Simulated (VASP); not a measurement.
Wanted: the native input for a VASP 6.6.1 run.

| Item | Value |
| --- | --- |
| Task | single point |
| Functional | PBE |
| Potentials or basis | VASP PAW PBE potentials, release 64 (Mg_sv, O) |
| Cutoff | 840 eV |
| k mesh | 9 × 9 × 9 |
| Occupations | fermi-dirac, width 0.01 eV |
| Spin | no spin polarisation |
| Dipole correction | no |
| Further INCAR settings | ALGO = Normal; EDIFF = 1e-06; NBANDS = 15 |

The structure of MgO lies in POSCAR:

```
MgO
1.0
    0.0000000000      2.1610000000      2.1610000000
    2.1610000000      0.0000000000      2.1610000000
    2.1610000000      2.1610000000      0.0000000000
Mg O
1 1
Direct
    0.0000000000      0.0000000000      0.0000000000
    0.5000000000      0.5000000000      0.5000000000
```

These files were run (other wordings do the same):

INCAR

```
SYSTEM = MgO
  PREC = Accurate
  ENCUT = 840
  EDIFF = 1E-6
  ISMEAR = -1
  SIGMA = 0.01
  LREAL = .False.
  LASPH = .True.
  NELM = 120
  ALGO = Normal
  ISIF = 2
  LWAVE = .False.
  LCHARG = .False.
  GGA = PE
  NBANDS = 15
  GGA_COMPAT = .False.
```

KPOINTS

```
regular mesh
0
Gamma
  9 9 9
  0 0 0
```

Potentials or basis: VASP PAW PBE potentials, release 64 (Mg_sv, O).

Run with:

```console
$ cat potpaw_PBE.64/Mg_sv/POTCAR potpaw_PBE.64/O/POTCAR > POTCAR
$ mpirun -np 1 vasp_std > vasp.out
```

It gave:

```json
{
 "Pressure": "-6.5 GPa",
 "Band gap on the k mesh": "4.03 eV"
}
```

Caveat: the cell stands under tension.

Wall time 13 s on 1 thread of AMD EPYC 7R13 Processor (Zen 3), with other jobs on the host, peak memory 0.14 GiB.
